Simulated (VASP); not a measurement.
Input of a VASP 6.6.1 run:

The input INCAR:

```
  ALGO = Normal
  EDIFF = 1E-8
  ENCUT = 520
  IBRION = 8
  ISIF = 2
  ISMEAR = -1
  LASPH = True
  LCHARG = False
  LREAL = False
  LWAVE = False
  NBANDS = 16
  NELM = 60
  NSW = 1
  PREC = Accurate
  SIGMA = 0.08
```

File KPOINTS:

```
k-points
0
Gamma
  18 18 14
```

POSCAR

```
WC
1.0
    2.8694063609      0.0000000000      0.0000000000
   -1.4347031805      2.4849788024      0.0000000000
    0.0000000000      0.0000000000      2.7979484975
W C
1 1
Direct
    0.0000000000      0.0000000000      0.0000000000
    0.6666666667      0.3333333333      0.5000000000
```

Potentials or basis: VASP PAW LDA potentials, release 64 (W_sv, C).

Run with:

```bash
$ cat potpaw_LDA.64/W_sv/POTCAR potpaw_LDA.64/C/POTCAR > POTCAR
$ mpirun -np 1 vasp_std > vasp.out
```

Task: What does it give for the highest phonon frequency at Γ?

Result: 650 cm⁻¹.

Phonon frequencies in cm⁻¹ (negative: imaginary):
```tsv
q point	frequencies
(0.000, 0.000, 0.000)	0 0 0 628 650 650
```

Caveat: the cell stands under pressure or tension, which shifts response properties.
